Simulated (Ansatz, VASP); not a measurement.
# As: VASP beside Ansatz

INCAR

```
SYSTEM = As
  ALGO = Normal
  DIPOL = 0.5 0.5 0.500
  EDIFF = 1E-6
  ENCUT = 520
  GGA = PE
  IDIPOL = 3
  ISIF = 2
  ISMEAR = 0
  LASPH = .TRUE.
  LCHARG = .TRUE.
  LDIPOL = .TRUE.
  LELF = .TRUE.
  LREAL = .FALSE.
  LVACPOTAV = .TRUE.
  LVHAR = .TRUE.
  LWAVE = .FALSE.
  NBANDS = 12
  NELM = 60
  PREC = Accurate
  SIGMA = 0.02
```

File KPOINTS:

```
k-points
0
G
  9 9 1
  0 0 0
```

Contents of POSCAR:

```
As
1.0
    3.4970000000      0.0000000000      0.0000000000
   -1.7485000000      3.0284908370      0.0000000000
    0.0000000000      0.0000000000     28.0000000000
As
2
Direct
    0.3333333333      0.6666666667      0.5266071429
    0.6666666667      0.3333333333      0.4733928571
```

Input for Ansatz:

```yaml
crystal:
  lattice:
    - [3.497, 0.0, 0.0]
    - [-1.7485, 3.028490837, 0.0]
    - [0.0, 0.0, 28.0]
  atoms:
    - { symbol: As, position: [0.3333333333, 0.6666666667, 0.5266071429] }
    - { symbol: As, position: [0.6666666667, 0.3333333333, 0.4733928571] }
  periodic: [true, true, false]
basis:
  ecutwfc: 420
kpoints:
  mp_grid: { grid: [9, 9, 1] }
hamiltonian:
  xc: pbe
scf:
  occupations: { method: gaussian, width: 0.02 }
output:
  forces: true
  stress: true
  eigenvalues: true
  write_density: true
  write_potential: true
  elf: true
  volumetric_format: npy
```

Alike in both runs: task single point; functional PBE; k mesh 9 × 9 × 1; occupations gaussian, width 0.02 eV; no spin polarisation.

|  | VASP | Ansatz |
| --- | --- | --- |
| version | VASP 6.6.1 | Ansatz 0.2.0 |
| potentials or method | VASP PAW PBE potentials, release 64 (As), cutoff 520 eV | scalar-relativistic, plane waves, PAW |
| valence electrons in the cell | 10 | 30 |

Ansatz gave:

```
gap on the k mesh at the Fermi level (eV) : 0.95
least direct gap on the mesh (eV)         : 2.05
rms of the force components (eV/Å)        : 0.523
```

Problem. Estimate VASP's values.

Solution. gap on the k mesh at the Fermi level (eV): 0.96; least direct gap on the mesh (eV): 2.05; rms of the force components (eV/Å): 0.477.

Atom by atom the forces differ by 0.045 eV/Å (rms over components). VASP's potentials hold 10 valence electrons a cell and Ansatz's 30, so a difference there can come from the potentials and not from the codes. Ansatz's warnings: xc potential rough in thin density.
